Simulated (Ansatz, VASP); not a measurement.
## Two plane-wave programs on V

The input POSCAR:

```
V
1.0
   -1.5143500000      1.5143500000      1.5143500000
    1.5143500000     -1.5143500000      1.5143500000
    1.5143500000      1.5143500000     -1.5143500000
V
1
Direct
    0.0000000000      0.0000000000      0.0000000000
```

INCAR.step1

```
ALGO = Normal
EDIFF = 1E-5
ENCUT = 520
GGA = PE
ISIF = 2
ISMEAR = -1
ISPIN = 2
LASPH = T
LCHARG = F
LMAXMIX = 4
LORBIT = 11
LREAL = F
LWAVE = T
MAGMOM = 2
NBANDS = 16
NELM = 150
PREC = Accurate
SIGMA = 0.05
```

The input INCAR.step2:

```
AEXX = 0.25
ALGO = Normal
EDIFF = 1E-7
ENCUT = 520
GGA = PE
ISIF = 2
ISMEAR = -1
ISPIN = 2
ISTART = 1
LASPH = T
LCHARG = F
LHFCALC = T
LMAXMIX = 4
LORBIT = 11
LREAL = F
LWAVE = F
MAGMOM = 2
NBANDS = 16
NELM = 150
PREC = Accurate
PRECFOCK = Normal
SIGMA = 0.05
```

KPOINTS

```
k-points
0
Gamma
  6 6 6
```

input.yaml

```yaml
crystal:
  lattice:
    - [-1.51435, 1.51435, 1.51435]
    - [1.51435, -1.51435, 1.51435]
    - [1.51435, 1.51435, -1.51435]
  atoms:
    - { symbol: V, position: [0.0, 0.0, 0.0], spin: 2.0 }
hamiltonian:
  xc: pbe0
  pseudopotentials: { kind: paw }
magnetization:
  spin_polarized: true
kpoints:
  mp_grid: { grid: [6, 6, 6] }
scf:
  occupations: { method: fermi_dirac, width: 0.05 }
output:
  forces: true
  stress: true
  eigenvalues: true
```

Alike in both runs: task single point; functional PBE0; k mesh 6 × 6 × 6; occupations fermi-dirac, width 0.05 eV; collinear spin.

|  | VASP | Ansatz |
| --- | --- | --- |
| version | VASP 6.6.1 | Ansatz 0.2.0 |
| potentials or method | VASP PAW PBE potentials, release 64 (V_sv) | Ansatz PAW |
| plane-wave cutoff (eV) | 520 | 420 |
| valence electrons in the cell | 13 | 13 |

VASP gave:

* gap on the k mesh at the Fermi level (eV): none
* pressure (GPa): -8.4
* net moment per atom (μB): 0.78
* size of the moment on the site where the two differ most (μB): 0.67

Problem. What did Ansatz give for the same quantities?

Solution. gap on the k mesh at the Fermi level (eV): none; pressure (GPa): -8.5; net moment per atom (μB): 0.78; size of the moment on the site where the two differ most (μB): 0.64.

Site moments also hang on the region over which each program counts them. A gap of «none» marks a metal or a gap that the smearing closes.

The k mesh is coarse, so the values compare programs but aren't converged. Noted on Ansatz's run: the magnetic or orbital state may not be the lowest.
